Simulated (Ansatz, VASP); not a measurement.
SiC: VASP beside Ansatz

File INCAR:

```
SYSTEM = SiC
PREC     = Accurate       ! precision mode
ENCUT    = 520            ! plane-wave cutoff, eV
EDIFF    = 1E-6           ! SCF threshold, eV
ISMEAR   = -1             ! smearing method
SIGMA    = 0.05           ! smearing width, eV
LREAL    = .FALSE.        ! projectors in reciprocal space
LASPH    = .TRUE.         ! aspherical terms in the spheres
NELM     = 80             ! most SCF steps
ALGO     = Normal         ! electronic algorithm
ISIF     = 2              ! what is computed and relaxed
LWAVE    = .FALSE.        ! write WAVECAR
LCHARG   = .FALSE.        ! write CHGCAR
GGA      = RE             ! functional
IVDW     = 12             ! dispersion correction
NBANDS   = 16             ! bands
```

KPOINTS

```
Automatic mesh
0
G
  10 10 5
  0 0 0
```

The input POSCAR:

```
SiC
1.0
    3.0963714546      0.0000000000      0.0000000000
   -1.5481857273      2.6815363392      0.0000000000
    0.0000000000      0.0000000000      5.0814314379
Si C
2 2
Direct
    0.6666666667      0.3333333333      0.5000000000
    0.3333333333      0.6666666667      0.0000000000
    0.6666666667      0.3333333333      0.8850000000
    0.3333333333      0.6666666667      0.3850000000
```

input.yaml

```yaml
crystal:
  lattice:
    - [3.0963714546, 0.0, 0.0]
    - [-1.5481857273, 2.6815363392, 0.0]
    - [0.0, 0.0, 5.0814314379]
  atoms:
    - { symbol: Si, position: [0.6666666667, 0.3333333333, 0.5] }
    - { symbol: Si, position: [0.3333333333, 0.6666666667, 0.0] }
    - { symbol: C, position: [0.6666666667, 0.3333333333, 0.885] }
    - { symbol: C, position: [0.3333333333, 0.6666666667, 0.385] }
hamiltonian:
  xc: revpbe
  pseudopotentials: { kind: paw }
  dispersion: d3bj
kpoints:
  mp_grid: { grid: [10, 10, 5] }
scf:
  occupations: { method: fermi_dirac, width: 0.05 }
output:
  forces: true
  stress: true
  eigenvalues: true
```

Alike in both runs: task single point; functional revPBE; dispersion D3(BJ); k mesh 10 × 10 × 5; occupations fermi-dirac, width 0.05 eV; no spin polarisation.

|  | VASP | Ansatz |
| --- | --- | --- |
| version | VASP 6.6.1 | Ansatz 0.2.0 |
| potentials or method | VASP PAW PBE potentials, release 64 (Si, C) | Ansatz PAW |
| plane-wave cutoff (eV) | 520 | 420 |
| valence electrons in the cell | 16 | 16 |

```csv
,VASP,Ansatz,Ansatz less VASP
gap on the k mesh at the Fermi level (eV),2.54,2.54,+0.005
least direct gap on the mesh (eV),4.06,4.07,+0.012
pressure (GPa),-7.7,-7.3,+0.38
"traceless stress, the component that is largest in VASP (GPa)",-2.71,-2.74,-0.023
rms of the force components (eV/Å),0.422,0.423,+0.0009
```

VASP's potentials were made for PBE, not for revPBE. Atom by atom the forces differ by 0.001 eV/Å (rms over components).

Noted on Ansatz's run: odd divisions of the mesh miss points on the zone boundary, where band edges often lie, so the gap on the mesh can be too wide.
